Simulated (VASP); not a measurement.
Wanted: the native input for a VASP 6.6.1 run.

```yaml
Task: single point
Functional: PBEsol
Potentials_or_basis: VASP PAW PBE potentials, release 64 (Ti_sv)
Cutoff: 520 eV
k_mesh: 20 × 20 × 20
Occupations: gaussian, width 0.15 eV
Spin: no spin polarisation
Dipole_correction: no
Further_INCAR_settings: ALGO = Fast; EDIFF = 1e-07; NBANDS = 12
```

The structure of Ti lies in POSCAR:

```
Ti
1.0
    0.0000000000      2.0300000000      1.9792500000
    2.0300000000      0.0000000000      1.9792500000
    2.0300000000      2.0300000000      0.0000000000
Ti
1
Direct
    0.0000000000      0.0000000000      0.0000000000
```

This cell differs from its parent crystal: strain +0.000 along x and y, -0.025 along z.

These files were run (other wordings do the same):

INCAR

```
SYSTEM = Ti
PREC     = Accurate       ! precision mode
ENCUT    = 520            ! plane-wave cutoff, eV
EDIFF    = 1E-7           ! SCF threshold, eV
ISMEAR   = 0              ! smearing method
SIGMA    = 0.15           ! smearing width, eV
LREAL    = .FALSE.        ! projectors in reciprocal space
LASPH    = .TRUE.         ! aspherical terms in the spheres
NELM     = 100            ! most SCF steps
ALGO     = Fast           ! electronic algorithm
ISIF     = 2              ! what is computed and relaxed
LWAVE    = .FALSE.        ! write WAVECAR
LCHARG   = .TRUE.         ! write CHGCAR
GGA      = PS             ! functional
LELF     = .TRUE.         ! ELF
LVHAR    = .TRUE.       
NBANDS   = 12             ! bands
```

KPOINTS

```
Automatic mesh
0
G
  20 20 20
  0 0 0
```

Potentials or basis: VASP PAW PBE potentials, release 64 (Ti_sv).

Launch:

```sh
$ cat potpaw_PBE.64/Ti_sv/POTCAR > POTCAR
$ mpirun -np 1 vasp_std > vasp.out
```

Results of the run:

- Pressure: 2.4 GPa
- Band gap on the k mesh: zero (band 6 reaches 9.67 eV, above the bottom of band 7 at 8.34 eV)

Caveat: the cell differs from its parent crystal (strain +0.000 along x and y, -0.025 along z); the PAW data sets were made with another functional, which shifts forces and pressure a little.

Run time: 4.3 min on 1 thread of Intel(R) Xeon(R) Platinum 8259CL CPU @ 2.50GHz (Skylake/Cascade Lake), on a shared host, peak memory 0.24 GiB.
